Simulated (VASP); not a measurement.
InAgTe2, 8 atoms in the cell. Symmetry: I-42d, No. 122, tetragonal system. The conventional cell has a = 6.569 Å, b = 6.569 Å, c = 12.998 Å, α = 90.00°, β = 90.00°, γ = 90.00°. In (site symmetry -4) has 4 Te at 2.86 Å within 3.8 Å. Ag (site symmetry -4) has 4 Te at 2.81 Å within 3.7 Å. Within 3.7 Å of Te (site symmetry 2) lie 2 Ag at 2.81 Å and 2 In at 2.86 Å. 

```yaml
Program: VASP 6.6.1
Task: single point
Functional: PBE
Potentials_or_basis: VASP PAW PBE potentials, release 64 (In_d, Ag, Te)
Cutoff: 500 eV
k_mesh: 8 × 8 × 8
Occupations: gaussian, width 0.1 eV
Spin: no spin polarisation
Dipole_correction: no
Further_INCAR_settings: ALGO = Normal; EDIFF = 1e-06; NBANDS = 46
```

Potentials or basis: VASP PAW PBE potentials, release 64 (In_d, Ag, Te).

Command:

```sh
$ cat potpaw_PBE.64/In_d/POTCAR potpaw_PBE.64/Ag/POTCAR potpaw_PBE.64/Te/POTCAR > POTCAR
$ mpirun -np 1 vasp_std > vasp.out
```

Hardware: 1 thread of Intel(R) Xeon(R) Platinum 8559C (Emerald Rapids), with other jobs on the host.

Q: How long does it take, and how much memory?

A: Wall time 14 min on 1 thread of Intel(R) Xeon(R) Platinum 8559C (Emerald Rapids), with other jobs on the host, peak memory 0.9 GiB. Counts: scf iterations 15, k points 59.
